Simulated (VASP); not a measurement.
Here is a VASP 6.6.1 calculation.

POSCAR

```
SrO
1.0
    0.0000000000      2.6529457192      2.9935933849
    2.6529457192      0.0000000000      2.9935933849
    2.6529457192      2.6529457192      0.0000000000
Sr O
1 1
Direct
    0.0000000000      0.0000000000      0.0000000000
    0.2500000000      0.2500000000      0.2500000000
```

File INCAR.step1:

```
SYSTEM = SrO
  PREC = Accurate
  ENCUT = 520
  ISMEAR = 0
  SIGMA = 0.01
  LREAL = .FALSE.
  LASPH = .TRUE.
  NELM = 80
  NBANDS = 15
  GGA = PE
  ALGO = Normal
  EDIFF = 1E-4
  LWAVE = .TRUE.
  LCHARG = .FALSE.
```

INCAR.step2

```
SYSTEM = SrO
  PREC = Accurate
  ENCUT = 520
  EDIFF = 1E-6
  ISMEAR = 0
  SIGMA = 0.01
  LREAL = .FALSE.
  LASPH = .TRUE.
  NELM = 80
  ALGO = Normal
  ISIF = 2
  LWAVE = .FALSE.
  LCHARG = .FALSE.
  METAGGA = R2SCAN
  LMIXTAU = .TRUE.
  NBANDS = 15
  ISTART = 1
```

KPOINTS

```
regular mesh
0
G
  8 8 8
  0 0 0
```

Potentials or basis: VASP PAW PBE potentials, release 64 (Sr_sv, O).

Command:

```console
$ cat potpaw_PBE.64/Sr_sv/POTCAR potpaw_PBE.64/O/POTCAR > POTCAR
$ cp INCAR.step1 INCAR
$ mpirun -np 1 vasp_std > vasp.out
$ cp INCAR.step2 INCAR
$ mpirun -np 1 vasp_std > vasp.out
```

**Question.** What does it give for the pressure?

**Answer.** 2.2 GPa.

**Question.** Predict the band gap on the k mesh.

**Answer.** 2.94 eV, indirect (least direct gap 3.82 eV).

Stress tensor (GPa, compression positive):
```
2.96 0.00 0.00
0.00 2.96 0.00
0.00 0.00 0.61
```

Caveat: the cell differs from its parent crystal (epitaxial xy strain -5.0%); the PAW data sets were made with another functional, which shifts forces and pressure a little. A k mesh can miss the band edges.
